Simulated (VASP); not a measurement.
# SnO (P4/nmm) in VASP: single point with PBE

Aim: the single point of SnO with PBE.

Everything below comes from runs of VASP 6.6.1. Logs are shortened: lines on timing, memory, paths and dates and some standing lists are left out, and cuts for length are marked.

**1. The cell of the first run**

It takes space group P4/nmm (No. 129, tetragonal). The conventional cell has a = 3.880 Å, b = 3.880 Å, c = 5.240 Å, α = 90.00°, β = 90.00°, γ = 90.00°. Sn (site symmetry 4mm) has 4 O at 2.26 Å within 3.0 Å. O (site symmetry -4m2) has 4 Sn at 2.26 Å and 4 O at 2.74 Å within 3.0 Å.

**2. Single point, PBE (19.72 Å³/atom)**

File INCAR:

```
SYSTEM = SnO
  PREC = Accurate
  ENCUT = 520
  EDIFF = 1E-7
  ISMEAR = 0
  SIGMA = 0.05
  LREAL = .False.
  LASPH = .True.
  NELM = 60
  ALGO = Normal
  ISIF = 2
  LWAVE = .False.
  LCHARG = .False.
  GGA = PE
  NBANDS = 28
```

File KPOINTS:

```
regular mesh
0
Gamma
  10 10 8
  0 0 0
```

File POSCAR:

```
SnO
1.0
    3.8795349895      0.0000000000      0.0000000000
    0.0000000000      3.8795349895      0.0000000000
    0.0000000000      0.0000000000      5.2397260834
Sn O
2 2
Direct
    0.0000000000      0.5000000000      0.2213315426
    0.5000000000      0.0000000000      0.7786684574
    0.0000000000      0.0000000000      0.0000000000
    0.5000000000      0.5000000000      0.0000000000
```

Potentials or basis: VASP PAW PBE potentials, release 64 (Sn_d, O).

Command:

```console
$ cat potpaw_PBE.64/Sn_d/POTCAR potpaw_PBE.64/O/POTCAR > POTCAR
$ mpirun -np 1 vasp_std > vasp.out
```

OUTCAR:

```text
SYSTEM = SnO
   PREC = Accurate
   ENCUT = 520
   EDIFF = 1E-7
   ISMEAR = 0
   LREAL = .False.
   LASPH = .True.
   NELM = 60
   ISIF = 2
   GGA = PE

 ion  position               nearest neighbor table
   1  0.000  0.500  0.221-   3 2.26   4 2.26   3 2.26   4 2.26   2 3.59   2 3.59   2 3.59   2 3.59

   2  0.500  0.000  0.779-   3 2.26   4 2.26   4 2.26   3 2.26   1 3.59   1 3.59   1 3.59   1 3.59

   3  0.000  0.000  0.000-   1 2.26   2 2.26   1 2.26   2 2.26
   4  0.500  0.500  0.000-   1 2.26   2 2.26   2 2.26   1 2.26

  LATTYP: Found a simple tetragonal cell.
 ALAT       =     3.8795349895
 C/A-ratio  =     1.3506067345

  Lattice vectors:

 A1 = (   3.8795349895,   0.0000000000,   0.0000000000)
 A2 = (   0.0000000000,   3.8795349895,   0.0000000000)
 A3 = (   0.0000000000,   0.0000000000,   5.2397260834)

Analysis of symmetry for initial positions (statically):
=====================================================================
 Subroutine PRICEL returns:
 Original cell was already a primitive cell.

 Routine SETGRP: Setting up the symmetry group for a
 simple tetragonal supercell.

 Subroutine GETGRP returns: Found 16 space group operations
 (whereof  8 operations were pure point group operations)
 out of a pool of 16 trial point group operations.

The static configuration has the point symmetry D_2d.
 The point group associated with its full space group is D_4h.

Analysis of symmetry for dynamics (positions and initial velocities):
=====================================================================
 Subroutine PRICEL returns:
 Original cell was already a primitive cell.

 Routine SETGRP: Setting up the symmetry group for a
 simple tetragonal supercell.

 Subroutine GETGRP returns: Found 16 space group operations
 (whereof  8 operations were pure point group operations)
 out of a pool of 16 trial point group operations.

The dynamic configuration has the point symmetry D_2d.
 The point group associated with its full space group is D_4h.

 Subroutine INISYM returns: Found 16 space group operations
 (whereof  8 operations are pure point group operations),
 and found     1 'primitive' translations

----------------------------------------------------------------------------------------

                                     Primitive cell

  volume of cell :      78.8620

  direct lattice vectors                    reciprocal lattice vectors
     3.879534990  0.000000000  0.000000000     0.257762851  0.000000000  0.000000000
     0.000000000  3.879534990  0.000000000     0.000000000  0.257762851  0.000000000
     0.000000000  0.000000000  5.239726083     0.000000000  0.000000000  0.190849671

  length of vectors
     3.879534990  3.879534990  5.239726083     0.257762851  0.257762851  0.190849671

  position of ions in fractional coordinates (direct lattice)
     0.000000000  0.500000000  0.221331543
     0.500000000  0.000000000  0.778668457
     0.000000000  0.000000000  0.000000000
     0.500000000  0.500000000  0.000000000

  ion indices of the primitive-cell ions
   primitive index   ion index
                 1           1
                 2           2
                 3           3
                 4           4

----------------------------------------------------------------------------------------

 KPOINTS: regular mesh

Automatic generation of k-mesh.
 Grid dimensions read from file:
 generate k-points for:   10   10    8

 Generating k-lattice:

  Cartesian coordinates                     Fractional coordinates (reciprocal lattice)
     0.025776285  0.000000000  0.000000000     0.100000000  0.000000000  0.000000000
     0.000000000  0.025776285  0.000000000     0.000000000  0.100000000  0.000000000
     0.000000000  0.000000000  0.023856209     0.000000000  0.000000000  0.125000000

  Length of vectors
     0.025776285  0.025776285  0.023856209

  Shift w.r.t. Gamma in fractional coordinates (k-lattice)
     0.000000000  0.000000000  0.000000000

 Subroutine IBZKPT returns following result:
 ===========================================

 Found    105 irreducible k-points:

 Following reciprocal coordinates:
            Coordinates               Weight
  0.000000  0.000000  0.000000      1.000000
  0.100000  0.000000  0.000000      4.000000
  0.200000  0.000000  0.000000      4.000000
  0.300000  0.000000  0.000000      4.000000
  0.400000  0.000000  0.000000      4.000000
  0.500000  0.000000  0.000000      2.000000
[... 16 lines left out ...]
  0.100000  0.000000  0.125000      8.000000
  0.200000  0.000000  0.125000      8.000000
 [... further k-points ...]
   k-points           NKPTS =    105   k-points in BZ     NKDIM =    105   number of bands    NBANDS=     28
   number of dos      NEDOS =    301   number of ions     NIONS =      4
   total plane-waves  NPLWV =  36000
   dimension x,y,z NGX =    30 NGY =   30 NGZ =   40
   dimension x,y,z NGXF=    60 NGYF=   60 NGZF=   80
   ions per type =               2   2
   NGX,Y,Z   is equivalent  to a cutoff of  12.86, 12.86, 12.69 a.u.
   NGXF,Y,Z  is equivalent  to a cutoff of  25.71, 25.71, 25.38 a.u.
 SYSTEM =  SnO
   PREC   = accura    normal or accurate (medium, high low for compatibility)
   ISTART =      0    job   : 0-new  1-cont  2-samecut
   ICHARG =      2    charge: 1-file 2-atom 10-const
   ISPIN  =      1    spin polarized calculation?
   LNONCOLLINEAR =      F non collinear calculations
   LSORBIT =      F    spin-orbit coupling
   LASPH  =      T    aspherical Exc in radial PAW
   ENCUT  =  520.0 eV  38.22 Ry    6.18 a.u.   7.21  7.21  9.74*2*pi/ulx,y,z
   NELM   =     60;   NELMIN=  2; NELMDL= -5     # of ELM steps
   EDIFF  = 0.1E-06   stopping-criterion for ELM
   LREAL  =      F    real-space projection
   EDIFFG = 0.1E-05   stopping-criterion for IOM
   NSW    =      0    number of steps for IOM
   IBRION =     -1    ionic relax: 0-MD 1-quasi-New 2-CG
   NFREE  =      0    steps in history (QN), initial steepest desc. (CG)
   ISIF   =      2    stress and relaxation
   ISYM   =      2    0-nonsym 1-usesym 2-fastsym
   POTIM  = 0.5000    time-step for ionic-motion
   TEBEG  =    0.0;   TEEND  =   0.0 temperature during run
   PSTRESS=    0.0 pullay stress
   NELECT =      40.0000    total number of electrons
   NUPDOWN=      -1.0000    fix difference up-down
   EMIN   =  10.00;   EMAX   =-10.00  energy-range for DOS
   EFERMI =   0.00;   METHOD = LEGACY
   ISMEAR =     0;   SIGMA  =   0.05  broadening in eV -4-tet -1-fermi 0-gaus
   EFERMI_NEDOS =   21; number of points for ismear=-14 and -15
   IALGO  =     38    algorithm
   IMIX   =      4    mixing-type and parameters
     AMIX     =   0.40;   BMIX     =  1.00
     AMIX_MAG =   1.60;   BMIX_MAG =  1.00
  volume/ion in A,a.u.               =      19.72       133.05
  Fermi-wavevector in a.u.,A,eV,Ry     =   1.305586  2.467200 23.191880  1.704555
  Thomas-Fermi vector in A             =   2.436445
   LORBIT       =      0    0 simple, 1 ext, 2 COOP (PROOUT), +10 PAW based schemes
   GGA     = PE    functional components
   LHFCALC =     F    Hartree Fock is set to
   AEXX    =    0.0000 exact exchange contribution
   IVDW    =     0    specifies the selected vdW correction
   LEPSILON=     F    determine dielectric tensor
   LRPA    =     F    only Hartree local field effects (RPA)
 non-spin polarized calculation
 Gauss-broadening in eV      SIGMA  =   0.05
  energy-cutoff  :      520.00
  volume of cell :       78.86
 maximum number of plane-waves:      2166
 NGX is ok and might be reduce to    30
   NGX = 15   NGY = 15   NGZ = 19

 number of electron      39.9999991 magnetization

 Free energy of the ion-electron system (eV)
  ---------------------------------------------------
  ext. energy  EPLUGINS =         0.00000000
  ---------------------------------------------------
  free energy    TOTEN  =       -22.72082476 eV

  energy without entropy =      -22.72082476  energy(sigma->0) =      -22.72082476

 E-fermi :   5.9658     XC(G=0):  -9.5935

 val. band max:        5.6687711133   @ k =   0.0000   0.0000   0.0000
 cond. band min:       6.4370633830   @ k =   0.5000   0.5000   0.0000
 fundamental gap:      0.7682922697
 Fermi energy:         5.9657873963

 k-point     1 :       0.0000    0.0000    0.0000
  band No.  band energies     occupation
      1     -15.9782      2.00000
      2     -15.6273      2.00000
      3     -15.6177      2.00000
      4     -15.6177      2.00000
      5     -15.5924      2.00000
      6     -15.5756      2.00000
[... 20 lines left out ...]
     27      12.8223      0.00000
     28      13.3460      0.00000

 k-point     2 :       0.1000    0.0000    0.0000
  band No.  band energies     occupation
      1     -15.9732      2.00000
      2     -15.6261      2.00000
      3     -15.6169      2.00000
      4     -15.6162      2.00000
      5     -15.5939      2.00000
      6     -15.5729      2.00000
[... 20 lines left out ...]
     27      13.0125      0.00000
     28      14.0755      0.00000

 k-point     3 :       0.2000    0.0000    0.0000
  band No.  band energies     occupation
      1     -15.9590      2.00000
      2     -15.6530      2.00000
      3     -15.6150      2.00000
      4     -15.6116      2.00000
      5     -15.5975      2.00000
      6     -15.5963      2.00000
[... 20 lines left out ...]
     27      13.2191      0.00000
     28      15.4858      0.00000

 k-point     4 :       0.3000    0.0000    0.0000
  band No.  band energies     occupation
      1     -15.9364      2.00000
      2     -15.7266      2.00000
      3     -15.6129      2.00000
      4     -15.6044      2.00000
      5     -15.6022      2.00000
      6     -15.5917      2.00000
[... 578 lines left out ...]
     27      12.6904      0.00000
     28      13.4463      0.00000

 k-point    23 :       0.1000    0.0000    0.1250
  band No.  band energies     occupation
      1     -15.9725      2.00000
      2     -15.6271      2.00000
      3     -15.6157      2.00000
      4     -15.6145      2.00000
      5     -15.5932      2.00000
      6     -15.5721      2.00000
[... 20 lines left out ...]
     27      12.9515      0.00000
     28      14.1101      0.00000

 k-point    24 :       0.2000    0.0000    0.1250
  band No.  band energies     occupation
      1     -15.9585      2.00000
      2     -15.6547      2.00000
      3     -15.6150      2.00000
      4     -15.6099      2.00000
      5     -15.5969      2.00000
      6     -15.5969      2.00000
[... 20 lines left out ...]
     27      13.2685      0.00000
     28      15.4524      0.00000

 [... further k-points ...]
[... 5 lines left out ...]
  --------------------------------------------------------------------------------------
  -------------------------------------------------------------------------------------
  Total       -0.2389429     -0.2389429     -0.1762362      0.0000000      0.0000000      0.0000000
  in kB       -4.8544133     -4.8544133     -3.5804516      0.0000000      0.0000000      0.0000000
  external PRESSURE =      -4.4297594 kB  Pullay stress =       0.0000000 kB

 VOLUME and BASIS-vectors are now :
 -----------------------------------------------------------------------------
  energy-cutoff  :      520.00
  volume of cell :       78.86
      direct lattice vectors                 reciprocal lattice vectors
     3.879534990  0.000000000  0.000000000     0.257762851  0.000000000  0.000000000
     0.000000000  3.879534990  0.000000000     0.000000000  0.257762851  0.000000000
     0.000000000  0.000000000  5.239726083     0.000000000  0.000000000  0.190849671

 POSITION                                       TOTAL-FORCE (eV/Angst)
 -----------------------------------------------------------------------------------
      0.00000      1.93977      1.15972        -0.000000     -0.000000      0.072261
      1.93977      0.00000      4.08001         0.000000      0.000000     -0.072261
      0.00000      0.00000      0.00000        -0.000000     -0.000000      0.000000
      1.93977      1.93977      0.00000        -0.000000      0.000000      0.000000
 -----------------------------------------------------------------------------------
    total drift:                                0.000000      0.000000     -0.000000

  FREE ENERGIE OF THE ION-ELECTRON SYSTEM (eV)
  ---------------------------------------------------
  free  energy   TOTEN  =       -22.7208247616 eV

  energy  without entropy=      -22.7208247616  energy(sigma->0) =      -22.72082476
```

Run time: 6.7 min. Hardware: 1 thread of Intel Xeon 8259CL, shared host; peak memory 0.31 GiB.

What came out:

```
Free energy            : -22.7208 eV
Pressure               : -0.4 GPa
Largest force          : 0.072 eV/Å
Band gap on the k mesh : 0.77 eV (least direct gap 1.83 eV)
```

Forces on the atoms (eV/Å):
```
Sn   0.000  0.000  0.072
Sn   0.000  0.000 -0.072
O    0.000  0.000  0.000
O    0.000  0.000  0.000
```

Stress tensor (GPa, compression positive):
```
-0.49  0.00  0.00
 0.00 -0.49  0.00
 0.00  0.00 -0.36
```

Caveat: spin-orbit coupling is left out, which moves the levels of the heavy elements.
